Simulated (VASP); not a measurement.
Here is a VASP 6.6.1 calculation.

The input INCAR:

```
SYSTEM = BN
PREC = Accurate
ENCUT = 520
EDIFF = 1E-6
ISMEAR = 0
SIGMA = 0.02
LREAL = .FALSE.
LASPH = .TRUE.
NELM = 80
ALGO = Normal
ISIF = 2
LWAVE = .FALSE.
LCHARG = .FALSE.
GGA = PE
NBANDS = 11
```

The input KPOINTS:

```
Automatic mesh
0
G
  12 12 12
  0 0 0
```

The input POSCAR:

```
BN
1.0
    0.0000000000      1.8708435290      1.8708435290
    1.8708435290      0.0000000000      1.8708435290
    1.8708435290      1.8708435290      0.0000000000
B N
1 1
Direct
    0.2500000000      0.2500000000      0.2500000000
    0.5000000000      0.5000000000      0.5000000000
```

Potentials or basis: VASP PAW PBE potentials, release 64 (B, N).

Command:

```sh
$ cat potpaw_PBE.64/B/POTCAR potpaw_PBE.64/N/POTCAR > POTCAR
$ mpirun -np 1 vasp_std > vasp.out
```

(1) What does it give for the pressure?

(2) Estimate the band gap on the k mesh.

## Answers

(1) -29.7 GPa.

(2) 4.34 eV, indirect (least direct gap 8.33 eV).
